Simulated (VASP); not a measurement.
# NbGaSe3 (P6/mmm) in VASP: notebook

Runs on NbGaSe3. Level: PBE. Tasks: single point.

Everything below comes from runs of VASP 6.6.1. Logs are shortened: lines on timing, memory, paths and dates and some standing lists are left out, and cuts for length are marked.

## 1. The cell of the first run

Symmetry: P6/mmm, No. 191, hexagonal system. Conventional cell: a = 5.254 Å, b = 5.254 Å, c = 5.348 Å, α = 90.00°, β = 90.00°, γ = 120.00°. Within 3.5 Å of Nb (site symmetry 6/mmm) lie 2 Ga at 2.67 Å. Within 3.5 Å of Ga (site symmetry 6/mmm) lie 6 Se at 2.63 Å and 2 Nb at 2.67 Å. Within 3.5 Å of Se (site symmetry mmm) lie 4 Se at 2.63 Å and 2 Ga at 2.63 Å.

The cell was generated, and may not be a known phase.

## 2. Single point, PBE, collinear spin

Input file INCAR:

```
PREC = Accurate
ENCUT = 520
EDIFF = 1E-6
ISMEAR = 0
SIGMA = 0.1
LREAL = F
LASPH = T
NELM = 150
ALGO = Fast
ISIF = 2
LWAVE = F
LCHARG = F
ISPIN = 2
MAGMOM = 2.03 -0.02 -0.09 -0.09 -0.09
LORBIT = 11
LMAXMIX = 4
GGA = PE
NBANDS = 34
```

Input file KPOINTS:

```
Automatic mesh
0
Gamma
  6 6 4
```

Input file POSCAR:

```
NbGaSe3
1.0
    5.2535277700      0.0000000000      0.0000000000
   -2.6267638900      4.5496885100      0.0000000000
    0.0000000000      0.0000000000      5.3482305700
Nb Ga Se
1 1 3
Direct
    0.0000000000      0.0000000000      0.5000000000
    0.0000000000      0.0000000000      0.0000000000
    0.5000000000      0.0000000000      0.0000000000
    0.0000000000      0.5000000000      0.0000000000
    0.5000000000      0.5000000000      0.0000000000
```

Potentials or basis: VASP PAW PBE potentials, release 64 (Nb_sv, Ga_d, Se).

On the command line:

```sh
$ cat potpaw_PBE.64/Nb_sv/POTCAR potpaw_PBE.64/Ga_d/POTCAR potpaw_PBE.64/Se/POTCAR > POTCAR
$ mpirun -np 1 vasp_std > vasp.out
```

OUTCAR:

```text
PREC = Accurate
   ENCUT = 520
   EDIFF = 1E-6
   ISMEAR = 0
   LREAL = F
   LASPH = T
   NELM = 150
   ISIF = 2
   ISPIN = 2
   LORBIT = 11
   GGA = PE

 ion  position               nearest neighbor table
   1  0.000  0.000  0.500-   2 2.67   2 2.67
   2  0.000  0.000  0.000-   5 2.63   5 2.63   3 2.63   3 2.63   4 2.63   4 2.63   1 2.67   1 2.67

   3  0.500  0.000  0.000-   4 2.63   4 2.63   2 2.63   2 2.63   5 2.63   5 2.63
   4  0.000  0.500  0.000-   3 2.63   3 2.63   5 2.63   5 2.63   2 2.63   2 2.63
   5  0.500  0.500  0.000-   2 2.63   2 2.63   4 2.63   4 2.63   3 2.63   3 2.63

  LATTYP: Found a hexagonal cell.
 ALAT       =     5.2535277700
 C/A-ratio  =     1.0180265155

  Lattice vectors:

 A1 = (   5.2535277700,   0.0000000000,   0.0000000000)
 A2 = (  -2.6267638900,   4.5496885100,   0.0000000000)
 A3 = (   0.0000000000,   0.0000000000,   5.3482305700)

Analysis of symmetry for initial positions (statically):
=====================================================================
 Subroutine PRICEL returns:
 Original cell was already a primitive cell.

 Routine SETGRP: Setting up the symmetry group for a
 hexagonal supercell.

 Subroutine GETGRP returns: Found 24 space group operations
 (whereof 24 operations were pure point group operations)
 out of a pool of 24 trial point group operations.

The static configuration has the point symmetry D_6h.

Analysis of symmetry for dynamics (positions and initial velocities):
=====================================================================
 Subroutine PRICEL returns:
 Original cell was already a primitive cell.

 Routine SETGRP: Setting up the symmetry group for a
 hexagonal supercell.

 Subroutine GETGRP returns: Found 24 space group operations
 (whereof 24 operations were pure point group operations)
 out of a pool of 24 trial point group operations.

The dynamic configuration has the point symmetry D_6h.

Analysis of structural, dynamic, and magnetic symmetry:
=====================================================================
 Subroutine PRICEL returns:
 Original cell was already a primitive cell.

 Routine SETGRP: Setting up the symmetry group for a
 hexagonal supercell.

 Subroutine GETGRP returns: Found 24 space group operations
 (whereof 24 operations were pure point group operations)
 out of a pool of 24 trial point group operations.

The overall configuration has the point symmetry D_6h.

 Subroutine INISYM returns: Found 24 space group operations
 (whereof 24 operations are pure point group operations),
 and found     1 'primitive' translations

----------------------------------------------------------------------------------------

                                     Primitive cell

  volume of cell :     127.8330

  direct lattice vectors                    reciprocal lattice vectors
     5.253527770  0.000000000  0.000000000     0.190348285  0.109897634  0.000000000
    -2.626763890  4.549688510  0.000000000     0.000000000  0.219795267  0.000000000
     0.000000000  0.000000000  5.348230570     0.000000000  0.000000000  0.186977728

  length of vectors
     5.253527770  5.253527774  5.348230570     0.219795267  0.219795267  0.186977728

  position of ions in fractional coordinates (direct lattice)
     0.000000000  0.000000000  0.500000000
     0.000000000  0.000000000  0.000000000
     0.500000000  0.000000000  0.000000000
     0.000000000  0.500000000  0.000000000
     0.500000000  0.500000000  0.000000000

  ion indices of the primitive-cell ions
   primitive index   ion index
                 1           1
                 2           2
                 3           3
                 4           4
                 5           5

----------------------------------------------------------------------------------------

 KPOINTS: Automatic mesh

Automatic generation of k-mesh.
 Grid dimensions read from file:
 generate k-points for:    6    6    4

 Generating k-lattice:

  Cartesian coordinates                     Fractional coordinates (reciprocal lattice)
     0.031724714  0.018316272  0.000000000     0.166666667 -0.000000000  0.000000000
     0.000000000  0.036632544  0.000000000     0.000000000  0.166666667  0.000000000
     0.000000000  0.000000000  0.046744432     0.000000000  0.000000000  0.250000000

  Length of vectors
     0.036632544  0.036632544  0.046744432

  Shift w.r.t. Gamma in fractional coordinates (k-lattice)
     0.000000000  0.000000000  0.000000000

 Subroutine IBZKPT returns following result:
 ===========================================

 Found     21 irreducible k-points:

 Following reciprocal coordinates:
            Coordinates               Weight
  0.000000  0.000000  0.000000      1.000000
  0.166667  0.000000  0.000000      6.000000
  0.333333  0.000000  0.000000      6.000000
  0.500000 -0.000000  0.000000      3.000000
  0.166667  0.166667  0.000000      6.000000
  0.333333  0.166667  0.000000     12.000000
[... 13 lines left out ...]
  0.333333  0.166667  0.500000     12.000000
  0.333333  0.333333  0.500000      2.000000
   k-points           NKPTS =     21   k-points in BZ     NKDIM =     21   number of bands    NBANDS=     34
   number of dos      NEDOS =    301   number of ions     NIONS =      5
   total plane-waves  NPLWV =  64000
   dimension x,y,z NGX =    40 NGY =   40 NGZ =   40
   dimension x,y,z NGXF=    80 NGYF=   80 NGZF=   80
   ions per type =               1   1   3
   NGX,Y,Z   is equivalent  to a cutoff of  12.66, 12.66, 12.43 a.u.
   NGXF,Y,Z  is equivalent  to a cutoff of  25.32, 25.32, 24.87 a.u.
 SYSTEM =  unknown system
   PREC   = accura    normal or accurate (medium, high low for compatibility)
   ISTART =      0    job   : 0-new  1-cont  2-samecut
   ICHARG =      2    charge: 1-file 2-atom 10-const
   ISPIN  =      2    spin polarized calculation?
   LNONCOLLINEAR =      F non collinear calculations
   LSORBIT =      F    spin-orbit coupling
   LASPH  =      T    aspherical Exc in radial PAW
   ENCUT  =  520.0 eV  38.22 Ry    6.18 a.u.   9.77  9.77  9.94*2*pi/ulx,y,z
   NELM   =    150;   NELMIN=  2; NELMDL= -5     # of ELM steps
   EDIFF  = 0.1E-05   stopping-criterion for ELM
   LREAL  =      F    real-space projection
   EDIFFG = 0.1E-04   stopping-criterion for IOM
   NSW    =      0    number of steps for IOM
   IBRION =     -1    ionic relax: 0-MD 1-quasi-New 2-CG
   NFREE  =      0    steps in history (QN), initial steepest desc. (CG)
   ISIF   =      2    stress and relaxation
   ISYM   =      2    0-nonsym 1-usesym 2-fastsym
   POTIM  = 0.5000    time-step for ionic-motion
   TEBEG  =    0.0;   TEEND  =   0.0 temperature during run
   PSTRESS=    0.0 pullay stress
   NELECT =      44.0000    total number of electrons
   NUPDOWN=      -1.0000    fix difference up-down
   EMIN   =  10.00;   EMAX   =-10.00  energy-range for DOS
   EFERMI =   0.00;   METHOD = LEGACY
   ISMEAR =     0;   SIGMA  =   0.10  broadening in eV -4-tet -1-fermi 0-gaus
   EFERMI_NEDOS =   21; number of points for ismear=-14 and -15
   IALGO  =     68    algorithm
   IMIX   =      4    mixing-type and parameters
     AMIX     =   0.40;   BMIX     =  1.00
     AMIX_MAG =   1.60;   BMIX_MAG =  1.00
  volume/ion in A,a.u.               =      25.57       172.53
  Fermi-wavevector in a.u.,A,eV,Ry     =   1.147303  2.168088 17.909405  1.316304
  Thomas-Fermi vector in A             =   2.283983
   LORBIT       =     11    0 simple, 1 ext, 2 COOP (PROOUT), +10 PAW based schemes
   GGA     = PE    functional components
   LHFCALC =     F    Hartree Fock is set to
   AEXX    =    0.0000 exact exchange contribution
   IVDW    =     0    specifies the selected vdW correction
   LEPSILON=     F    determine dielectric tensor
   LRPA    =     F    only Hartree local field effects (RPA)
 spin polarized calculation
 RMM-DIIS sequential band-by-band and
 Gauss-broadening in eV      SIGMA  =   0.10
  energy-cutoff  :      520.00
  volume of cell :      127.83
 maximum number of plane-waves:      3466
 NGX is ok and might be reduce to    40
   NGX = 19   NGY = 19   NGZ = 19

 number of electron      44.0000003 magnetization       2.6298124

 Free energy of the ion-electron system (eV)
  ---------------------------------------------------
  ext. energy  EPLUGINS =         0.00000000
  ---------------------------------------------------
  free energy    TOTEN  =       -17.45549961 eV

  energy without entropy =      -17.42826975  energy(sigma->0) =      -17.44188468

 E-fermi :   4.5498     XC(G=0):  -9.2392

 val. band max:        4.5416439362   @ k =   0.3333   0.0000   0.0000
 cond. band min:       4.5508484230   @ k =   0.3333   0.1667   0.2500
 fundamental gap:      0.0092044868
 Fermi energy:         4.5497639031

 spin component 1

 k-point     1 :       0.0000    0.0000    0.0000
  band No.  band energies     occupation
      1     -51.1861      1.00000
      2     -27.4324      1.00000
      3     -27.4324      1.00000
      4     -27.2674      1.00000
      5     -12.0802      1.00000
      6     -10.4698      1.00000
[... 766 lines left out ...]
     33      11.6207      0.00000
     34      11.7942      0.00000
 Fermi energy:         4.5497639031

 spin component 2

 k-point     1 :       0.0000    0.0000    0.0000
  band No.  band energies     occupation
      1     -49.8137      1.00000
      2     -25.9963      1.00000
      3     -25.7001      1.00000
      4     -25.7001      1.00000
      5     -12.1611      1.00000
      6     -10.4815      1.00000
[... 766 lines left out ...]
     33      11.9102      0.00000
     34      12.7980      0.00000

------------------------ aborting loop because EDIFF is reached ----------------------------------------

  FORCE on cell =-STRESS in cart. coord.  units (eV):
  Direction    XX          YY          ZZ          XY          YZ          ZX
  --------------------------------------------------------------------------------------
  -------------------------------------------------------------------------------------
  Total       14.4626203     14.4626203     -4.5915945     -0.0000000      0.0000000     -0.0000000
  in kB      181.2653305    181.2653307    -57.5481399     -0.0000002      0.0000000     -0.0000000
  external PRESSURE =     101.6608404 kB  Pullay stress =       0.0000000 kB

 VOLUME and BASIS-vectors are now :
 -----------------------------------------------------------------------------
  energy-cutoff  :      520.00
  volume of cell :      127.83
      direct lattice vectors                 reciprocal lattice vectors
     5.253527770  0.000000000  0.000000000     0.190348285  0.109897634  0.000000000
    -2.626763890  4.549688510  0.000000000     0.000000000  0.219795267  0.000000000
     0.000000000  0.000000000  5.348230570     0.000000000  0.000000000  0.186977728

 POSITION                                       TOTAL-FORCE (eV/Angst)
 -----------------------------------------------------------------------------------
      0.00000      0.00000      2.67412        -0.000000      0.000000      0.000000
      0.00000      0.00000      0.00000        -0.000000      0.000000      0.000000
      2.62676      0.00000      0.00000         0.000000      0.000000      0.000000
     -1.31338      2.27484      0.00000         0.000000      0.000000      0.000000
      1.31338      2.27484      0.00000         0.000000      0.000000      0.000000
 -----------------------------------------------------------------------------------
    total drift:                               -0.000000      0.000000     -0.000000

  FREE ENERGIE OF THE ION-ELECTRON SYSTEM (eV)
  ---------------------------------------------------
  free  energy   TOTEN  =       -17.4554996099 eV

  energy  without entropy=      -17.4282697471  energy(sigma->0) =      -17.44188468

 total charge

# of ion       s       p       d       tot
------------------------------------------
    1        2.107   5.898   2.631  10.636
    2        1.012   0.735  10.031  11.777
    3        1.541   2.170   0.088   3.799
    4        1.541   2.170   0.088   3.799
    5        1.541   2.170   0.088   3.799
--------------------------------------------------
tot          7.743  13.143  12.925  33.811

 magnetization (x)

# of ion       s       p       d       tot
------------------------------------------
    1        0.036   0.013   1.976   2.026
    2       -0.021  -0.016   0.007  -0.029
    3        0.001  -0.085   0.000  -0.084
    4        0.001  -0.085   0.000  -0.084
    5        0.001  -0.085   0.000  -0.084
--------------------------------------------------
tot          0.020  -0.257   1.983   1.746
```

It took 14 min on 1 thread of Oxide Virtual Turin-like, shared host; peak memory 0.35 GiB.

Results:

```
Free energy                                           : -17.4555 eV
Pressure                                              : 10.2 GPa
Net moment                                            : 2.63 μB per cell
Site moments                                          : Nb +2.03; Ga -0.03; Se -0.08 μB
Valence electrons inside the program's atomic spheres : Nb 10.64; Ga 11.78; Se 3.80
```

Caveat: the stress differs along the axes, from -6 to 18 GPa.

## 3. Single point, PBE, collinear spin

This run uses another cell than the first one, of 28.60 Å³/atom.

Input file INCAR:

```
ALGO = Normal ; EDIFF = 1E-7
ENCUT = 520 ; GGA = PE
ISIF = 2 ; ISMEAR = 0
ISPIN = 2 ; LASPH = T
LCHARG = F ; LMAXMIX = 4
LORBIT = 11 ; LREAL = F
LWAVE = F ; MAGMOM = 1.88 0.03 -0.13 -0.13 -0.13
NBANDS = 34 ; NELM = 150
PREC = Accurate ; SIGMA = 0.1
```

Input file KPOINTS:

```
k-points
0
Gamma
  6 6 4
```

Edit POSCAR of step 2 so:

```diff
@@ -2,5 +2,5 @@
 1.0
-    5.2535277700      0.0000000000      0.0000000000
-   -2.6267638900      4.5496885100      0.0000000000
-    0.0000000000      0.0000000000      5.3482305700
+    5.6980742732      0.0000000031      0.0000000000
+   -2.8490371393      4.9346770717      0.0000000000
+    0.0000000000      0.0000000000      5.0860271382
 Nb Ga Se
```

Potentials or basis: VASP PAW PBE potentials, release 64 (Nb_sv, Ga_d, Se).

On the command line:

```sh
$ cat potpaw_PBE.64/Nb_sv/POTCAR potpaw_PBE.64/Ga_d/POTCAR potpaw_PBE.64/Se/POTCAR > POTCAR
$ mpirun -np 1 vasp_std > vasp.out
```

OUTCAR:

```text
EDIFF = 1E-7
   ENCUT = 520
   GGA = PE
   ISIF = 2
   ISMEAR = 0
   ISPIN = 2
   LASPH = T
   LORBIT = 11
   LREAL = F
   NELM = 150
   PREC = Accurate

 ion  position               nearest neighbor table
   1  0.000  0.000  0.500-   2 2.54   2 2.54
   2  0.000  0.000  0.000-   1 2.54   1 2.54   5 2.85   5 2.85   3 2.85   3 2.85   4 2.85   4 2.85

   3  0.500  0.000  0.000-   2 2.85   2 2.85
   4  0.000  0.500  0.000-   2 2.85   2 2.85
   5  0.500  0.500  0.000-   2 2.85   2 2.85

  LATTYP: Found a hexagonal cell.
 ALAT       =     5.6980742732
 C/A-ratio  =     0.8925870205

  Lattice vectors:

 A1 = (   5.6980742732,   0.0000000031,   0.0000000000)
 A2 = (  -2.8490371393,   4.9346770717,   0.0000000000)
 A3 = (   0.0000000000,   0.0000000000,   5.0860271382)

Analysis of symmetry for initial positions (statically):
[... 1758 lines left out ...]
  Direction    XX          YY          ZZ          XY          YZ          ZX
  --------------------------------------------------------------------------------------
  -------------------------------------------------------------------------------------
  Total        0.0091621      0.0091621      0.0644834     -0.0000000     -0.0000000      0.0000000
  in kB        0.1026456      0.1026456      0.7224253     -0.0000000     -0.0000000      0.0000000
  external PRESSURE =       0.3092388 kB  Pullay stress =       0.0000000 kB

 VOLUME and BASIS-vectors are now :
 -----------------------------------------------------------------------------
  energy-cutoff  :      520.00
  volume of cell :      143.01
      direct lattice vectors                 reciprocal lattice vectors
     5.698074273  0.000000003  0.000000000     0.175497888  0.101323753  0.000000000
    -2.849037139  4.934677072  0.000000000    -0.000000000  0.202647506  0.000000000
     0.000000000  0.000000000  5.086027138     0.000000000  0.000000000  0.196617118

 POSITION                                       TOTAL-FORCE (eV/Angst)
 -----------------------------------------------------------------------------------
      0.00000      0.00000      2.54301         0.000000      0.000000      0.000000
      0.00000      0.00000      0.00000         0.000000      0.000000      0.000000
      2.84904      0.00000      0.00000        -0.000000      0.000000      0.000000
     -1.42452      2.46734      0.00000         0.000000      0.000000      0.000000
      1.42452      2.46734      0.00000        -0.000000      0.000000      0.000000
 -----------------------------------------------------------------------------------
    total drift:                                0.000000      0.000000     -0.000000

  FREE ENERGIE OF THE ION-ELECTRON SYSTEM (eV)
  ---------------------------------------------------
  free  energy   TOTEN  =       -18.6712685141 eV

  energy  without entropy=      -18.6427478077  energy(sigma->0) =      -18.65700816

 total charge

# of ion       s       p       d       tot
------------------------------------------
    1        2.115   5.905   2.630  10.650
    2        1.037   0.657   9.994  11.687
    3        1.530   2.101   0.044   3.675
    4        1.530   2.101   0.044   3.675
    5        1.530   2.101   0.044   3.675
--------------------------------------------------
tot          7.741  12.864  12.757  33.362

 magnetization (x)

# of ion       s       p       d       tot
------------------------------------------
    1        0.034   0.018   1.956   2.007
    2       -0.021   0.041   0.014   0.034
    3        0.001  -0.105   0.001  -0.103
    4        0.001  -0.105   0.001  -0.103
    5        0.001  -0.105   0.001  -0.103
--------------------------------------------------
tot          0.016  -0.255   1.972   1.733
```

stdout:

```text
POSCAR found type information on POSCAR NbGaSe
 POSCAR found :  3 types and       5 ions
 scaLAPACK will be used
 LDA part: xc-table for (Slater+PW92), standard interpolation
 POSCAR, INCAR and KPOINTS ok, starting setup
 FFT: planning ... GRIDC
 FFT: planning ... GRID_SOFT
 FFT: planning ... GRID
 WAVECAR not read
 entering main loop
```

Run time: 6.6 min. Hardware: 1 thread of Oxide Virtual Turin-like, shared host; peak memory 0.37 GiB.

What came out:

- Free energy: -18.6713 eV
- Pressure: 0.0 GPa
- Net moment: 2.53 μB per cell
- Site moments: Nb +2.01; Ga +0.03; Se -0.10 μB
- Valence electrons inside the program's atomic spheres: Nb 10.65; Ga 11.69; Se 3.67

Levels at points of the mesh, in eV from the Fermi level:
Spin up:
| k point | band 20 | band 21 | band 22 | band 23 | band 24 | band 25 | band 26 | band 27 |
| --- | --- | --- | --- | --- | --- | --- | --- | --- |
| (0.00, 0.00, 0.00) | -0.71 | -0.68 | -0.68 | -0.39 | -0.39 | 1.40 | 2.17 | 2.58 |
| (0.50, 0.00, 0.00) | -1.47 | -1.17 | -0.50 | 0.01 | 0.19 | 0.27 | 0.61 | 1.29 |
| (0.00, 0.00, 0.50) | -1.64 | -0.10 | -0.10 | 0.49 | 0.49 | 1.22 | 1.42 | 2.84 |
| (0.50, 0.00, 0.50) | -1.79 | -1.32 | -1.09 | -0.33 | -0.32 | 0.14 | 0.19 | 0.84 |
Spin down:
| k point | band 18 | band 19 | band 20 | band 21 | band 22 | band 23 | band 24 | band 25 |
| --- | --- | --- | --- | --- | --- | --- | --- | --- |
| (0.00, 0.00, 0.00) | -0.90 | -0.90 | 0.58 | 0.89 | 0.89 | 1.26 | 1.62 | 1.62 |
| (0.50, 0.00, 0.00) | -2.10 | -1.84 | -1.22 | -0.79 | 1.30 | 1.46 | 1.63 | 1.71 |
| (0.00, 0.00, 0.50) | -1.41 | -1.41 | -1.23 | 1.28 | 1.33 | 1.33 | 2.16 | 2.16 |
| (0.50, 0.00, 0.50) | -2.01 | -1.82 | -1.40 | -1.38 | 0.10 | 0.16 | 1.55 | 1.58 |
